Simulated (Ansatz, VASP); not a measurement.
# InSb: VASP beside Ansatz

```xyz
2
Lattice="3.2476 0.0000 0.0000 0.0000 3.2476 0.0000 0.0000 0.0000 6.3744" Properties=species:S:1:pos:R:3 pbc="T T T"
In    0.0000    0.0000    0.0000
Sb    0.0000    0.0000    3.1872
```

Alike in both runs: task single point; functional PBE; k mesh 14 × 14 × 8; occupations gaussian, width 0.1 eV; no spin polarisation.

|  | VASP | Ansatz |
| --- | --- | --- |
| version | VASP 6.6.1 | Ansatz 0.2.0 |
| potentials or method | VASP PAW PBE potentials, release 64 (In_d, Sb), cutoff 520 eV | scalar-relativistic, plane waves, PAW |
| valence electrons in the cell | 18 | 28 |

|  | VASP | Ansatz | Ansatz less VASP |
| --- | --- | --- | --- |
| gap on the k mesh at the Fermi level (eV) | none | none | - |
| pressure (GPa) | -3.9 | -3.8 | +0.05 |
| traceless stress, the component that is largest in VASP (GPa) | 1.02 | 1.02 | -0.005 |

A gap of «none» marks a metal or a gap that the smearing closes. The functional is the same, so the differences come from potentials, cutoffs and numerics. VASP's potentials hold 18 valence electrons a cell and Ansatz's 28, so a difference there can come from the potentials and not from the codes.

Spin-orbit coupling is off throughout.
